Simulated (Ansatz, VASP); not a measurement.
## Two plane-wave programs on Mg3Zr

File INCAR:

```
SYSTEM = Mg3Zr
PREC = Accurate
ENCUT = 520
EDIFF = 1E-6
ISMEAR = 0
SIGMA = 0.1
LREAL = .FALSE.
LASPH = .TRUE.
NELM = 60
ALGO = Normal
ISIF = 2
LWAVE = .FALSE.
LCHARG = .TRUE.
GGA = CA
LELF = .TRUE.
LVHAR = .TRUE.
NBANDS = 17
```

The input KPOINTS:

```
Automatic mesh
0
G
  5 5 5
  0 0 0
```

POSCAR

```
Mg3Zr
1.0
    4.4048737813      0.0000000000      0.0000000000
    0.0000000000      4.4048737813      0.0000000000
    0.0000000000      0.0000000000      4.4048737813
Mg Zr
3 1
Direct
    0.5000000000      0.5000000000      0.0000000000
    0.5000000000      0.0000000000      0.5000000000
    0.0000000000      0.5000000000      0.5000000000
    0.0000000000      0.0000000000      0.0000000000
```

Input for Ansatz:

```yaml
crystal:
  lattice:
    - [4.4048737812634755, 0.0, 0.0]
    - [0.0, 4.4048737812634755, 0.0]
    - [0.0, 0.0, 4.4048737812634755]
  atoms:
    - { symbol: Mg, position: [0.5, 0.5, 0.0] }
    - { symbol: Mg, position: [0.5, 0.0, 0.5] }
    - { symbol: Mg, position: [0.0, 0.5, 0.5] }
    - { symbol: Zr, position: [0.0, 0.0, 0.0] }
basis:
  ecutwfc: 510.0
kpoints:
  mp_grid:
    grid: [5, 5, 5]
hamiltonian:
  xc: lda
scf:
  occupations:
    method: gaussian
    width: 0.1
output:
  stress: true
```

Alike in both runs: task single point; functional LDA; k mesh 5 × 5 × 5; occupations gaussian, width 0.1 eV; no spin polarisation.

```csv
,VASP,Ansatz
version,VASP 6.6.1,Ansatz 0.2.0
potentials or method,"VASP PAW LDA potentials, release 64 (Mg, Zr_sv), cutoff 520 eV","plane waves, PAW"
valence electrons in the cell,18,42
```

```csv
,VASP,Ansatz,Ansatz less VASP
pressure (GPa),-1.8,-1.5,+0.28
```

LDA's correlation is that of Perdew and Zunger in VASP and of Perdew and Wang (1992) in Ansatz. VASP's potentials hold 18 valence electrons a cell and Ansatz's 42, so a difference there can come from the potentials and not from the codes.
